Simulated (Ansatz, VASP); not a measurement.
InSe in VASP and in Ansatz

Contents of INCAR:

```
SYSTEM = InSe
ALGO     = Normal         ! electronic algorithm
EDIFF    = 1E-6           ! SCF threshold, eV
ENCUT    = 520            ! plane-wave cutoff, eV
GGA      = PE             ! functional
ISIF     = 2              ! what is computed and relaxed
ISMEAR   = 0              ! smearing method
LASPH    = .True.         ! aspherical terms in the spheres
LCHARG   = .True.         ! write CHGCAR
LELF     = .True.         ! ELF
LREAL    = .False.        ! projectors in reciprocal space
LVHAR    = .True.       
LWAVE    = .False.        ! write WAVECAR
NBANDS   = 48             ! bands
NELM     = 100            ! most SCF steps
PREC     = Accurate       ! precision mode
SIGMA    = 0.05           ! smearing width, eV
```

The input KPOINTS:

```
k-points
0
Gamma
  12 12 2
  0 0 0
```

The input POSCAR:

```
InSe
1.0
    4.0896281733      0.0000000000      0.0000000000
   -2.0448140866      3.5417218901      0.0000000000
    0.0000000000      0.0000000000     18.4030146391
In Se
4 4
Direct
    0.3333333333      0.6666666667      0.1732378137
    0.6666666667      0.3333333333      0.6777053709
    0.3333333333      0.6666666667      0.3267621863
    0.6666666667      0.3333333333      0.8222946291
    0.3333333333      0.6666666667      0.6123203467
    0.6666666667      0.3333333333      0.1041573763
    0.3333333333      0.6666666667      0.8876796533
    0.6666666667      0.3333333333      0.3958426237
```

Input for Ansatz:

```yaml
crystal:
  lattice:
    - [4.0896281733, 0.0, 0.0]
    - [-2.0448140866, 3.5417218901, 0.0]
    - [0.0, 0.0, 18.4030146391]
  atoms:
    - { symbol: In, position: [0.3333333333, 0.6666666667, 0.1732378137] }
    - { symbol: In, position: [0.6666666667, 0.3333333333, 0.6777053709] }
    - { symbol: In, position: [0.3333333333, 0.6666666667, 0.3267621863] }
    - { symbol: In, position: [0.6666666667, 0.3333333333, 0.8222946291] }
    - { symbol: Se, position: [0.3333333333, 0.6666666667, 0.6123203467] }
    - { symbol: Se, position: [0.6666666667, 0.3333333333, 0.1041573763] }
    - { symbol: Se, position: [0.3333333333, 0.6666666667, 0.8876796533] }
    - { symbol: Se, position: [0.6666666667, 0.3333333333, 0.3958426237] }
basis:
  ecutwfc: 420
kpoints:
  mp_grid: { grid: [12, 12, 2] }
hamiltonian:
  xc: pbe
scf:
  occupations: { method: gaussian, width: 0.05 }
output:
  forces: true
  stress: true
  eigenvalues: true
```

Change from the starting cell: mode 11 (99.7 1/cm) frozen in, largest displacement +0.150 Å.

Alike in both runs: task single point; functional PBE; k mesh 12 × 12 × 2; occupations gaussian, width 0.05 eV; no spin polarisation.

```csv
,VASP,Ansatz
version,VASP 6.6.1,Ansatz 0.2.0
potentials or method,"VASP PAW PBE potentials, release 64 (In_d, Se), cutoff 520 eV","scalar-relativistic, plane waves, PAW"
valence electrons in the cell,76,116
```

|  | VASP | Ansatz | Ansatz less VASP |
| --- | --- | --- | --- |
| gap on the k mesh at the Fermi level (eV) | 0.73 | 0.74 | +0.011 |
| least direct gap on the mesh (eV) | 0.73 | 0.74 | +0.011 |
| pressure (GPa) | 1.2 | 1.1 | -0.03 |
| traceless stress, the component that is largest in VASP (GPa) | 1.19 | 1.20 | +0.007 |
| rms of the force components (eV/Å) | 0.216 | 0.217 | +0.0010 |

Atom by atom the forces differ by 0.009 eV/Å (rms over components). VASP's potentials hold 76 valence electrons a cell and Ansatz's 116, so a difference there can come from the potentials and not from the codes.
